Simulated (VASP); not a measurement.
Runs of VASP 6.6.1 on Pd. The structure is that of space group Pm-3m (No. 221), or close to it. The cells are those of the table. 

| task | cell | gap on the mesh (eV) | pressure (GPa) |
| --- | --- | --- | --- |
| relaxation of cell and atoms | relaxed from a = 2.532 Å, 1 atom | none | 0.0 |
| relaxation of cell and atoms | relaxed from a = 2.530 Å, 1 atom | none | 0.0 |
| single point | a = 2.532 Å, 1 atom | none | 0.0 |
| single point | a = 2.541 Å, 1 atom | none | (a) |
| single point | a = 2.524 Å, 1 atom | none | 1.8 |

Alike in all rows: level LDA; potentials or basis VASP PAW LDA potentials, release 64 (Pd); no spin polarisation; k mesh 7 × 7 × 7; cutoff (eV) 500; smearing fermi-dirac 0.1 eV.

Estimate the missing entries.

(a) -1.6.

Caveats: the relaxation stopped at its first step, so nothing moved (some runs).

A k mesh can miss the band edges, and the runs leave out spin-orbit coupling on Pd.

A gap of «none» marks levels without a gap at the run's occupations.
